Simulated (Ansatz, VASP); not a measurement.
InSb: VASP beside Ansatz

File INCAR:

```
PREC = Accurate ; ENCUT = 520
EDIFF = 1E-6 ; ISMEAR = -1
SIGMA = 0.08 ; LREAL = False
LASPH = True ; NELM = 60
ALGO = Normal ; ISIF = 2
LWAVE = False ; LCHARG = False
NBANDS = 16
```

The input KPOINTS:

```
regular mesh
0
Gamma
  11 11 11
```

The input POSCAR:

```
InSb
1.0
    0.0000000000      2.9283481094      2.9283481094
    2.9283481094      0.0000000000      2.9283481094
    2.9283481094      2.9283481094      0.0000000000
In Sb
1 1
Direct
    0.0000000000      0.0000000000      0.0000000000
    0.5000000000      0.5000000000      0.5000000000
```

Input for Ansatz:

```yaml
crystal:
  lattice:
    - [0.0, 2.9283481094, 2.9283481094]
    - [2.9283481094, 0.0, 2.9283481094]
    - [2.9283481094, 2.9283481094, 0.0]
  atoms:
    - { symbol: In, position: [0.0, 0.0, 0.0] }
    - { symbol: Sb, position: [0.5, 0.5, 0.5] }
kpoints:
  mp_grid: { grid: [11, 11, 11] }
  band_path:
    path:
      - [0.0, 0.0, 0.0]
      - [0.5, 0.0, 0.5]
      - [0.625, 0.25, 0.625]
      - [0.375, 0.375, 0.75]
      - [0.0, 0.0, 0.0]
      - [0.5, 0.5, 0.5]
      - [0.5, 0.25, 0.75]
      - [0.5, 0.0, 0.5]
    npoints: 8
scf:
  occupations: { method: fermi_dirac, width: 0.08 }
hamiltonian:
  xc: lda
  pseudopotentials: { kind: all_electron, lapw: { basis_error: 0.001 } }
output:
  forces: true
  stress: true
  eigenvalues: true
  populations: true
  dos: { projected: true, de: 0.2, e_range: [-14, 8] }
```

Change from the starting cell: volume scaled by 0.94, LAPW.

Alike in both runs: task single point; functional LDA; k mesh 11 × 11 × 11; occupations fermi-dirac, width 0.08 eV; no spin polarisation.

|  | VASP | Ansatz |
| --- | --- | --- |
| version | VASP 6.6.1 | Ansatz 0.2.0 |
| potentials or method | VASP PAW LDA potentials, release 64 (In_d, Sb), cutoff 520 eV | all-electron LAPW, scalar-relativistic |

```tsv
	VASP	Ansatz	Ansatz less VASP
pressure (GPa)	4.6	4.4	-0.25
```

LDA's correlation is that of Perdew and Zunger in VASP and of Perdew and Wang (1992) in Ansatz. Ansatz ran all-electron here, and VASP with PAW potentials.

Neither program's run includes spin-orbit coupling.
